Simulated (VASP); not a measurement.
A run of VASP 6.6.1 is set up as follows.

Contents of INCAR:

```
SYSTEM = AlN
PREC     = Accurate       ! precision mode
ENCUT    = 520            ! plane-wave cutoff, eV
EDIFF    = 1E-6           ! SCF threshold, eV
ISMEAR   = 0              ! smearing method
SIGMA    = 0.05           ! smearing width, eV
LREAL    = .False.        ! projectors in reciprocal space
LASPH    = .True.         ! aspherical terms in the spheres
NELM     = 100            ! most SCF steps
ALGO     = Normal         ! electronic algorithm
ISIF     = 2              ! what is computed and relaxed
LWAVE    = .False.        ! write WAVECAR
LCHARG   = .False.        ! write CHGCAR
GGA      = CA             ! functional
NBANDS   = 16             ! bands
```

File KPOINTS:

```
Automatic mesh
0
Gamma
  9 9 6
  0 0 0
```

File POSCAR:

```
AlN
1.0
    3.0886152929      0.0000000000      0.0000000000
   -1.5443076465      2.6748193062      0.0000000000
    0.0000000000      0.0000000000      4.9435842906
Al N
2 2
Direct
    0.3186762950      0.6559369699      0.0015210182
    0.6813237050      0.3440630301      0.5015210182
    0.3464143287      0.6762426199      0.3834789818
    0.6535856713      0.3237573801      0.8834789818
```

Potentials or basis: VASP PAW LDA potentials, release 64 (Al, N).

Run with:

```bash
$ cat potpaw_LDA.64/Al/POTCAR potpaw_LDA.64/N/POTCAR > POTCAR
$ mpirun -np 1 vasp_std > vasp.out
```

Estimate the pressure.

0.6 GPa.

Estimate the band gap on the k mesh.

4.40 eV, direct.

Forces in eV/Å, atoms in the order of the input:
```
Al   0.172  0.164  0.012
Al  -0.172 -0.164  0.012
N   -0.071 -0.075 -0.012
N    0.071  0.075 -0.012
```

Caveat: the cell differs from its parent crystal (mode 4 frozen in at -0.029 Å and mode 5 at -0.029 Å (largest displacements)). A k mesh can miss the band edges.
